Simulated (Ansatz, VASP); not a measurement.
Two plane-wave programs on TiAl

```
Ti Al
1.0
     2.92474    0.00000    0.00000
     0.00000    2.92474    0.00000
     0.00000    0.00000    3.30623
Ti Al
1 1
Direct
  0.00000 0.00000 0.00000
  0.50000 0.50000 0.50000
```

Change from the starting cell: strain -0.080 along x and y, +0.040 along z, atoms carried along.

Alike in both runs: task single point; functional LDA; k mesh 16 × 16 × 16; occupations gaussian, width 0.15 eV; no spin polarisation.

|  | VASP | Ansatz |
| --- | --- | --- |
| version | VASP 6.6.1 | Ansatz 0.2.0 |
| potentials or method | VASP PAW LDA potentials, release 64 (Ti_sv, Al), cutoff 520 eV | scalar-relativistic, plane waves, PAW |
| valence electrons in the cell | 15 | 15 |

```csv
,VASP,Ansatz,Ansatz less VASP
gap on the k mesh at the Fermi level (eV),none,none,-
pressure (GPa),11.3,11.2,-0.13
"traceless stress, the component that is largest in VASP (GPa)",6.50,6.50,-0.008
```

LDA's correlation is that of Perdew and Zunger in VASP and of Perdew and Wang (1992) in Ansatz. A gap of «none» marks a metal or a gap that the smearing closes.
